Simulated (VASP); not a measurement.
# AlGaN2 (P-4m2) in VASP: single point with LDA

Aim: the single point of AlGaN2 with LDA.

All numbers are computed with VASP 6.6.1; they aren't measurements. Logs are shortened: lines on timing, memory, paths and dates and some standing lists are left out, and cuts for length are marked.

**1. The cell of the first run**

Symmetry: P-4m2, No. 115, tetragonal system. The conventional cell has a = 3.094 Å, b = 3.094 Å, c = 4.357 Å, α = 90.00°, β = 90.00°, γ = 90.00°. Al (site symmetry -4m2) has 4 N at 1.86 Å within 2.5 Å. Within 2.5 Å of Ga (site symmetry -4m2) lie 4 N at 1.92 Å. N (site symmetry 2mm) has 2 Al at 1.86 Å and 2 Ga at 1.92 Å within 2.5 Å.

**2. Single point, LDA (strain -0.015 along x and y, -0.015 along z)**

INCAR reads:

```
SYSTEM = AlGaN2
  ALGO = Normal
  EDIFF = 1E-6
  ENCUT = 1330
  GGA = CA
  GGA_COMPAT = .FALSE.
  ISIF = 2
  ISMEAR = 0
  LASPH = .TRUE.
  LCHARG = .TRUE.
  LELF = .TRUE.
  LREAL = .FALSE.
  LVHAR = .TRUE.
  LWAVE = .FALSE.
  NBANDS = 21
  NELM = 120
  PREC = Accurate
  SIGMA = 0.05
```

KPOINTS reads:

```
k-points
0
G
  8 8 6
  0 0 0
```

POSCAR reads:

```
AlGaN2
1.0
    3.0937638930      0.0000000000      0.0000000000
    0.0000000000      3.0937638930      0.0000000000
    0.0000000000      0.0000000000      4.3574803709
Al Ga N
1 1 2
Direct
    0.5000000000      0.5000000000      0.5000000000
    0.0000000000      0.0000000000      0.0000000000
    0.5000000000      0.0000000000      0.7382648100
    0.0000000000      0.5000000000      0.2617351900
```

Potentials or basis: VASP PAW LDA potentials, release 64 (Al, Ga_d, N_h).

The run is started by

```sh
cat potpaw_LDA.64/Al/POTCAR potpaw_LDA.64/Ga_d/POTCAR potpaw_LDA.64/N_h/POTCAR > POTCAR
mpirun -np 1 vasp_std > vasp.out
```

OUTCAR:

```text
SYSTEM = AlGaN2
   EDIFF = 1E-6
   ENCUT = 1330
   GGA = CA
   ISIF = 2
   ISMEAR = 0
   LASPH = .TRUE.
   LREAL = .FALSE.
   NELM = 120
   PREC = Accurate

 ion  position               nearest neighbor table
   1  0.500  0.500  0.500-   3 1.86   4 1.86   3 1.86   4 1.86   2 3.09   2 3.09   2 3.09   2 3.09
                             2 3.09   2 3.09   2 3.09   2 3.09
   2  0.000  0.000  0.000-   3 1.92   4 1.92   4 1.92   3 1.92   1 3.09   1 3.09   1 3.09   1 3.09
                             1 3.09   1 3.09   1 3.09   1 3.09
   3  0.500  0.000  0.738-   1 1.86   1 1.86   2 1.92   2 1.92
   4  0.000  0.500  0.262-   1 1.86   1 1.86   2 1.92   2 1.92

  LATTYP: Found a simple tetragonal cell.
 ALAT       =     3.0937638930
 C/A-ratio  =     1.4084721787

  Lattice vectors:

 A1 = (   3.0937638930,   0.0000000000,   0.0000000000)
 A2 = (   0.0000000000,   3.0937638930,   0.0000000000)
 A3 = (   0.0000000000,   0.0000000000,   4.3574803709)

Analysis of symmetry for initial positions (statically):
=====================================================================
 Subroutine PRICEL returns:
 Original cell was already a primitive cell.

 Routine SETGRP: Setting up the symmetry group for a
 simple tetragonal supercell.

 Subroutine GETGRP returns: Found  8 space group operations
 (whereof  8 operations were pure point group operations)
 out of a pool of 16 trial point group operations.

The static configuration has the point symmetry D_2d.

Analysis of symmetry for dynamics (positions and initial velocities):
=====================================================================
 Subroutine PRICEL returns:
 Original cell was already a primitive cell.

 Routine SETGRP: Setting up the symmetry group for a
 simple tetragonal supercell.

 Subroutine GETGRP returns: Found  8 space group operations
 (whereof  8 operations were pure point group operations)
 out of a pool of 16 trial point group operations.

The dynamic configuration has the point symmetry D_2d.

 Subroutine INISYM returns: Found  8 space group operations
 (whereof  8 operations are pure point group operations),
 and found     1 'primitive' translations

----------------------------------------------------------------------------------------

                                     Primitive cell

  volume of cell :      41.7071
[... 85 lines left out ...]
   ISTART =      0    job   : 0-new  1-cont  2-samecut
   ICHARG =      2    charge: 1-file 2-atom 10-const
   ISPIN  =      1    spin polarized calculation?
   LNONCOLLINEAR =      F non collinear calculations
   LSORBIT =      F    spin-orbit coupling
   LASPH  =      T    aspherical Exc in radial PAW
   ENCUT  = 1330.0 eV  97.75 Ry    9.89 a.u.   9.20  9.20 12.96*2*pi/ulx,y,z
   NELM   =    120;   NELMIN=  2; NELMDL= -5     # of ELM steps
   EDIFF  = 0.1E-05   stopping-criterion for ELM
   LREAL  =      F    real-space projection
   EDIFFG = 0.1E-04   stopping-criterion for IOM
   NSW    =      0    number of steps for IOM
   IBRION =     -1    ionic relax: 0-MD 1-quasi-New 2-CG
   NFREE  =      0    steps in history (QN), initial steepest desc. (CG)
   ISIF   =      2    stress and relaxation
   ISYM   =      2    0-nonsym 1-usesym 2-fastsym
   POTIM  = 0.5000    time-step for ionic-motion
   TEBEG  =    0.0;   TEEND  =   0.0 temperature during run
   PSTRESS=    0.0 pullay stress
   NELECT =      26.0000    total number of electrons
   NUPDOWN=      -1.0000    fix difference up-down
   EMIN   =  10.00;   EMAX   =-10.00  energy-range for DOS
   EFERMI =   0.00;   METHOD = LEGACY
   ISMEAR =     0;   SIGMA  =   0.05  broadening in eV -4-tet -1-fermi 0-gaus
   EFERMI_NEDOS =   21; number of points for ismear=-14 and -15
   IALGO  =     38    algorithm
   IMIX   =      4    mixing-type and parameters
     AMIX     =   0.40;   BMIX     =  1.00
     AMIX_MAG =   1.60;   BMIX_MAG =  1.00
  volume/ion in A,a.u.               =      10.43        70.36
  Fermi-wavevector in a.u.,A,eV,Ry     =   1.398501  2.642783 26.610332  1.955804
  Thomas-Fermi vector in A             =   2.521653
   LORBIT       =      0    0 simple, 1 ext, 2 COOP (PROOUT), +10 PAW based schemes
   GGA     = CA    functional components
   LHFCALC =     F    Hartree Fock is set to
   AEXX    =    0.0000 exact exchange contribution
   IVDW    =     0    specifies the selected vdW correction
   LEPSILON=     F    determine dielectric tensor
   LRPA    =     F    only Hartree local field effects (RPA)
 non-spin polarized calculation
 Gauss-broadening in eV      SIGMA  =   0.05
  energy-cutoff  :     1330.00
  volume of cell :       41.71
 maximum number of plane-waves:      4620
 NGX is ok and might be reduce to    40
   NGX = 19   NGY = 19   NGZ = 25

 number of electron      25.9999999 magnetization

 Free energy of the ion-electron system (eV)
  ---------------------------------------------------
  ext. energy  EPLUGINS =         0.00000000
  ---------------------------------------------------
  free energy    TOTEN  =       -30.30569325 eV

  energy without entropy =      -30.30569325  energy(sigma->0) =      -30.30569325

 E-fermi :   6.4302     XC(G=0): -11.9618

 val. band max:        6.2055980498   @ k =   0.0000   0.0000   0.0000
 cond. band min:       9.4141173292   @ k =   0.0000   0.0000   0.0000
 fundamental gap:      3.2085192795
 Fermi energy:         6.4301518885

 k-point     1 :       0.0000    0.0000    0.0000
  band No.  band energies     occupation
      1      -9.4923      2.00000
      2      -7.9642      2.00000
      3      -6.8948      2.00000
      4      -6.8948      2.00000
      5      -6.8492      2.00000
      6      -6.6638      2.00000
[... 565 lines left out ...]
     20      18.5847      0.00000
     21      18.5958      0.00000

 [... further k-points ...]
[... 5 lines left out ...]
  --------------------------------------------------------------------------------------
  -------------------------------------------------------------------------------------
  Total        1.3652778      1.3652778      1.2806989      0.0000000      0.0000000      0.0000000
  in kB       52.4471434     52.4471434     49.1980435      0.0000000      0.0000000      0.0000000
  external PRESSURE =      51.3641101 kB  Pullay stress =       0.0000000 kB

 VOLUME and BASIS-vectors are now :
 -----------------------------------------------------------------------------
  energy-cutoff  :     1330.00
  volume of cell :       41.71
      direct lattice vectors                 reciprocal lattice vectors
     3.093763893  0.000000000  0.000000000     0.323230872  0.000000000  0.000000000
     0.000000000  3.093763893  0.000000000     0.000000000  0.323230872  0.000000000
     0.000000000  0.000000000  4.357480371     0.000000000  0.000000000  0.229490420

 POSITION                                       TOTAL-FORCE (eV/Angst)
 -----------------------------------------------------------------------------------
      1.54688      1.54688      2.17874         0.000000      0.000000      0.000000
      0.00000      0.00000      0.00000         0.000000     -0.000000      0.000000
      1.54688      0.00000      3.21697         0.000000     -0.000000      0.174781
      0.00000      1.54688      1.14051         0.000000     -0.000000     -0.174781
 -----------------------------------------------------------------------------------
    total drift:                               -0.000000      0.000000      0.000000

  FREE ENERGIE OF THE ION-ELECTRON SYSTEM (eV)
  ---------------------------------------------------
  free  energy   TOTEN  =       -30.3056932494 eV

  energy  without entropy=      -30.3056932494  energy(sigma->0) =      -30.30569325
```

OSZICAR:

```text
N       E                     dE             d eps       ncg     rms          rms(c)
DAV:   1     0.279976346835E+03    0.27998E+03   -0.21597E+04  2737   0.338E+03
DAV:   2     0.156728396270E+02   -0.26430E+03   -0.24870E+03  2653   0.674E+02
DAV:   3    -0.321195371752E+02   -0.47792E+02   -0.46247E+02  3061   0.166E+02
DAV:   4    -0.350534542428E+02   -0.29339E+01   -0.29150E+01  3060   0.409E+01
DAV:   5    -0.351282748380E+02   -0.74821E-01   -0.74786E-01  3119   0.608E+00    0.118E+01
DAV:   6    -0.303705437007E+02    0.47577E+01   -0.14081E+01  4074   0.541E+01    0.327E+00
DAV:   7    -0.303674011128E+02    0.31426E-02   -0.11744E+00  2615   0.799E+00    0.211E+00
DAV:   8    -0.303138143275E+02    0.53587E-01   -0.15718E-01  3498   0.398E+00    0.570E-01
DAV:   9    -0.303055501665E+02    0.82642E-02   -0.29014E-02  3590   0.263E+00    0.129E-01
DAV:  10    -0.303057900907E+02   -0.23992E-03   -0.55631E-03  2924   0.566E-01    0.952E-02
DAV:  11    -0.303056943563E+02    0.95734E-04   -0.46511E-04  3068   0.192E-01    0.235E-02
DAV:  12    -0.303056931117E+02    0.12446E-05   -0.33113E-05  3243   0.547E-02    0.295E-03
DAV:  13    -0.303056932494E+02   -0.13776E-06   -0.23800E-06  2415   0.123E-02
   1 F= -.30305693E+02 E0= -.30305693E+02  d E =-.257114E-12
```

stdout:

```text
POSCAR found type information on POSCAR AlGaN
 POSCAR found :  3 types and       4 ions
 scaLAPACK will be used
 LDA part: xc-table for (Slater(with rela. corr.)+CA(PZ))
 , standard interpolation
 POSCAR, INCAR and KPOINTS ok, starting setup
 FFT: planning ... GRIDC
 FFT: planning ... GRID_SOFT
 FFT: planning ... GRID
 WAVECAR not read
 entering main loop
```

Run time: 2.1 min. Hardware: 1 thread of Intel Xeon Platinum 8488C (Sapphire Rapids), shared host; peak memory 0.37 GiB.

Results:

```
Free energy            : -30.3057 eV
Pressure               : 5.1 GPa
Largest force          : 0.175 eV/Å
Band gap on the k mesh : 3.21 eV
```

Forces on the atoms (eV/Å):
```
Al   0.000  0.000  0.000
Ga   0.000  0.000  0.000
N    0.000  0.000  0.175
N    0.000  0.000 -0.175
```

Caveat: the cell differs from its parent crystal (strain -0.015 along x and y, -0.015 along z); the cell stands under pressure.
